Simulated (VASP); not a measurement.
# NaH (P6_3/mmc) in VASP: settings compared

NaH is run at these levels: PBE, PBEsol; tasks: single point.

Program: VASP 6.6.1. These are calculated values, not measurements. Logs are shortened: lines on timing, memory, paths and dates and some standing lists are left out, and cuts for length are marked.

## Step 1: The cell of the first run

The structure is hexagonal, space group P6_3/mmc (No. 194). Conventional cell: a = 3.933 Å, b = 3.933 Å, c = 4.829 Å, α = 90.00°, β = 90.00°, γ = 120.00°. Within 3.0 Å of Na (site symmetry -6m2) lie 5 H at 2.27 to 2.41 Å. Within 3.0 Å of H (site symmetry -6m2) lie 5 Na at 2.27 to 2.41 Å.

## Step 2: Single point, PBE (volume scaled by 0.97, then relaxed in part)

The input, INCAR:

```
PREC = Accurate
ENCUT = 520
EDIFF = 1E-6
ISMEAR = 0
SIGMA = 0.02
LREAL = False
LASPH = True
NELM = 80
ALGO = Normal
ISIF = 2
LWAVE = False
LCHARG = False
GGA = PE
NBANDS = 16
```

The input, KPOINTS:

```
Automatic mesh
0
Gamma
  6 6 6
```

The input, POSCAR:

```
NaH
1.0
    3.9326942240      0.0000000000      0.0000000000
   -1.9663471120      3.4058131033      0.0000000000
    0.0000000000      0.0000000000      4.8285626631
Na H
2 2
Direct
    0.3333333333      0.6666666667      0.2500000000
    0.6666666667      0.3333333333      0.7500000000
    0.3333333333      0.6666666667      0.7500000000
    0.6666666667      0.3333333333      0.2500000000
```

Potentials or basis: VASP PAW PBE potentials, release 64 (Na_pv, H).

The run is started by

```console
$ cat potpaw_PBE.64/Na_pv/POTCAR potpaw_PBE.64/H/POTCAR > POTCAR
$ mpirun -np 1 vasp_std > vasp.out
```

OUTCAR:

```text
PREC = Accurate
   ENCUT = 520
   EDIFF = 1E-6
   ISMEAR = 0
   LREAL = False
   LASPH = True
   NELM = 80
   ISIF = 2
   GGA = PE

 ion  position               nearest neighbor table
   1  0.333  0.667  0.250-
   2  0.667  0.333  0.750-
   3  0.333  0.667  0.750-
   4  0.667  0.333  0.250-

  LATTYP: Found a hexagonal cell.
 ALAT       =     3.9326942240
 C/A-ratio  =     1.2278001767

  Lattice vectors:

 A1 = (   3.9326942240,   0.0000000000,   0.0000000000)
 A2 = (  -1.9663471120,   3.4058131033,   0.0000000000)
 A3 = (   0.0000000000,   0.0000000000,   4.8285626631)

Analysis of symmetry for initial positions (statically):
=====================================================================
 Subroutine PRICEL returns:
 Original cell was already a primitive cell.

 Routine SETGRP: Setting up the symmetry group for a
 hexagonal supercell.

 Subroutine GETGRP returns: Found 24 space group operations
 (whereof 12 operations were pure point group operations)
 out of a pool of 24 trial point group operations.

The static configuration has the point symmetry D_3d.
 The point group associated with its full space group is D_6h.

Analysis of symmetry for dynamics (positions and initial velocities):
=====================================================================
 Subroutine PRICEL returns:
 Original cell was already a primitive cell.

 Routine SETGRP: Setting up the symmetry group for a
 hexagonal supercell.

 Subroutine GETGRP returns: Found 24 space group operations
 (whereof 12 operations were pure point group operations)
 out of a pool of 24 trial point group operations.

The dynamic configuration has the point symmetry D_3d.
 The point group associated with its full space group is D_6h.

 Subroutine INISYM returns: Found 24 space group operations
 (whereof 12 operations are pure point group operations),
 and found     1 'primitive' translations

----------------------------------------------------------------------------------------

                                     Primitive cell

  volume of cell :      64.6739

  direct lattice vectors                    reciprocal lattice vectors
     3.932694224  0.000000000  0.000000000     0.254278605  0.146807821  0.000000000
    -1.966347112  3.405813103  0.000000000     0.000000000  0.293615642  0.000000000
     0.000000000  0.000000000  4.828562663     0.000000000  0.000000000  0.207100968

  length of vectors
     3.932694224  3.932694224  4.828562663     0.293615642  0.293615642  0.207100968

  position of ions in fractional coordinates (direct lattice)
[... 88 lines left out ...]
   NFREE  =      0    steps in history (QN), initial steepest desc. (CG)
   ISIF   =      2    stress and relaxation
   ISYM   =      2    0-nonsym 1-usesym 2-fastsym
   POTIM  = 0.5000    time-step for ionic-motion
   TEBEG  =    0.0;   TEEND  =   0.0 temperature during run
   PSTRESS=    0.0 pullay stress
   NELECT =      16.0000    total number of electrons
   NUPDOWN=      -1.0000    fix difference up-down
   EMIN   =  10.00;   EMAX   =-10.00  energy-range for DOS
   EFERMI =   0.00;   METHOD = LEGACY
   ISMEAR =     0;   SIGMA  =   0.02  broadening in eV -4-tet -1-fermi 0-gaus
   EFERMI_NEDOS =   21; number of points for ismear=-14 and -15
   IALGO  =     38    algorithm
   IMIX   =      4    mixing-type and parameters
     AMIX     =   0.40;   BMIX     =  1.00
     AMIX_MAG =   1.60;   BMIX_MAG =  1.00
  volume/ion in A,a.u.               =      16.17       109.11
  Fermi-wavevector in a.u.,A,eV,Ry     =   1.027713  1.942096 14.370393  1.056194
  Thomas-Fermi vector in A             =   2.161672
   LORBIT       =      0    0 simple, 1 ext, 2 COOP (PROOUT), +10 PAW based schemes
   GGA     = PE    functional components
   LHFCALC =     F    Hartree Fock is set to
   AEXX    =    0.0000 exact exchange contribution
   IVDW    =     0    specifies the selected vdW correction
   LEPSILON=     F    determine dielectric tensor
   LRPA    =     F    only Hartree local field effects (RPA)
 non-spin polarized calculation
 Gauss-broadening in eV      SIGMA  =   0.02
  energy-cutoff  :      520.00
  volume of cell :       64.67
 maximum number of plane-waves:      1770
 NGX is ok and might be reduce to    30
   NGX = 15   NGY = 15   NGZ = 17

 number of electron      16.0000015 magnetization

 Free energy of the ion-electron system (eV)
  ---------------------------------------------------
  ext. energy  EPLUGINS =         0.00000000
  ---------------------------------------------------
  free energy    TOTEN  =       -10.07092890 eV

  energy without entropy =      -10.07092890  energy(sigma->0) =      -10.07092890

 E-fermi :  -1.2464     XC(G=0):  -7.1379

 val. band max:       -1.4042341327   @ k =   0.1667   0.0000   0.0000
 cond. band min:       1.9474165091   @ k =   0.3333   0.3333   0.0000
 fundamental gap:      3.3516506418
 Fermi energy:        -1.2463666038

 k-point     1 :       0.0000    0.0000    0.0000
  band No.  band energies     occupation
      1     -23.6783      2.00000
      2     -23.6365      2.00000
      3     -23.6365      2.00000
      4     -23.6078      2.00000
      5     -23.6078      2.00000
      6     -23.5890      2.00000
[... 433 lines left out ...]
      3     -23.6254      2.00000
      4     -23.6254      2.00000
      5     -23.6037      2.00000
      6     -23.6037      2.00000
[... 8 lines left out ...]
     15      12.0040      0.00000
     16      12.0040      0.00000

 [... further k-points ...]

------------------------ aborting loop because EDIFF is reached ----------------------------------------

  FORCE on cell =-STRESS in cart. coord.  units (eV):
  Direction    XX          YY          ZZ          XY          YZ          ZX
  --------------------------------------------------------------------------------------
  -------------------------------------------------------------------------------------
  Total        0.2285612      0.2285612      0.2212964     -0.0000000      0.0000000      0.0000000
  in kB        5.6621877      5.6621877      5.4822149     -0.0000000      0.0000000      0.0000000
  external PRESSURE =       5.6021968 kB  Pullay stress =       0.0000000 kB

 VOLUME and BASIS-vectors are now :
 -----------------------------------------------------------------------------
  energy-cutoff  :      520.00
  volume of cell :       64.67
      direct lattice vectors                 reciprocal lattice vectors
     3.932694224  0.000000000  0.000000000     0.254278605  0.146807821  0.000000000
    -1.966347112  3.405813103  0.000000000     0.000000000  0.293615642  0.000000000
     0.000000000  0.000000000  4.828562663     0.000000000  0.000000000  0.207100968

 POSITION                                       TOTAL-FORCE (eV/Angst)
 -----------------------------------------------------------------------------------
     -0.00000      2.27054      1.20714        -0.000000      0.000000      0.000000
      1.96635      1.13527      3.62142         0.000000     -0.000000      0.000000
     -0.00000      2.27054      3.62142        -0.000000      0.000000      0.000000
      1.96635      1.13527      1.20714        -0.000000     -0.000000      0.000000
 -----------------------------------------------------------------------------------
    total drift:                                0.000000     -0.000000      0.000000

  FREE ENERGIE OF THE ION-ELECTRON SYSTEM (eV)
  ---------------------------------------------------
  free  energy   TOTEN  =       -10.0709288998 eV

  energy  without entropy=      -10.0709288998  energy(sigma->0) =      -10.07092890
```

Wall time 22 s (1 thread of Intel Xeon Platinum 8488C (Sapphire Rapids), shared host); peak memory 0.17 GiB.

What came out:

- Free energy: -10.0709 eV
- Pressure: 0.6 GPa
- Band gap on the k mesh: 3.35 eV, indirect (least direct gap 4.25 eV)

Levels at points of the mesh, in eV from the valence-band top:
```tsv
k point	band 6	band 7	band 8	band 9	band 10	band 11
(0.00, 0.00, 0.00)	-22.18	-3.36	-0.02	4.90	8.05	10.41
(0.50, 0.00, 0.00)	-22.20	-1.51	-0.60	3.89	7.57	7.65
(0.00, 0.00, 0.50)	-22.22	-2.03	-2.03	6.99	6.99	11.16
(0.50, 0.00, 0.50)	-22.20	-0.82	-0.82	3.98	3.98	8.58
```

 A k mesh can miss the band edges.

(Part 1 of 2 ends here.)
